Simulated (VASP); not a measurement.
Wanted: the native input for a VASP 6.6.1 run.

| Item | Value |
| --- | --- |
| Task | single point |
| Functional | PBEsol |
| Dispersion | D3(BJ) |
| Potentials or basis | VASP PAW PBE potentials, release 64 (Ni, Al) |
| Cutoff | 520 eV |
| k mesh | 9 × 9 × 9 |
| Occupations | fermi-dirac, width 0.05 eV |
| Spin | collinear spin, ferromagnetic start |
| Starting moments | [1.0, 0.0] μB |
| Dipole correction | no |
| Further INCAR settings | ALGO = Normal; EDIFF = 1e-06; NBANDS = 18 |

The structure of AlNi lies in POSCAR:

```
AlNi
1.0
    2.8304488982      0.0000000000      0.0000000000
    0.0000000000      2.8304488982      0.0000000000
    0.0000000000      0.0000000000      2.8304488982
Ni Al
1 1
Direct
    0.5000000000      0.5000000000      0.5000000000
    0.0000000000      0.0000000000      0.0000000000
```

These files were run (other wordings do the same):

INCAR

```
SYSTEM = AlNi
ALGO = Normal
EDIFF = 1E-6
ENCUT = 520
GGA = PS
ISIF = 2
ISMEAR = -1
ISPIN = 2
IVDW = 12
LASPH = .TRUE.
LCHARG = .TRUE.
LELF = .TRUE.
LMAXMIX = 4
LORBIT = 11
LREAL = .FALSE.
LVHAR = .TRUE.
LWAVE = .FALSE.
MAGMOM = 1 0
NBANDS = 18
NELM = 150
PREC = Accurate
SIGMA = 0.05
```

KPOINTS

```
k-points
0
G
  9 9 9
  0 0 0
```

Potentials or basis: VASP PAW PBE potentials, release 64 (Ni, Al).

The run is started by

```sh
$ cat potpaw_PBE.64/Ni/POTCAR potpaw_PBE.64/Al/POTCAR > POTCAR
$ mpirun -np 1 vasp_std > vasp.out
```

It gave:

| Property | Result |
| --- | --- |
| Pressure | 0.1 GPa |
| Net moment | 0.00 μB per cell |
| Valence electrons inside the program's atomic spheres | Ni 9.57; Al 0.82 |
| Dispersion energy per atom | -0.430 eV |

Caveat: the PAW data sets were made with another functional, which shifts forces and pressure a little.

Run time: 23 s on 1 thread of Intel Xeon 8259CL (shared host), peak memory 0.17 GiB.
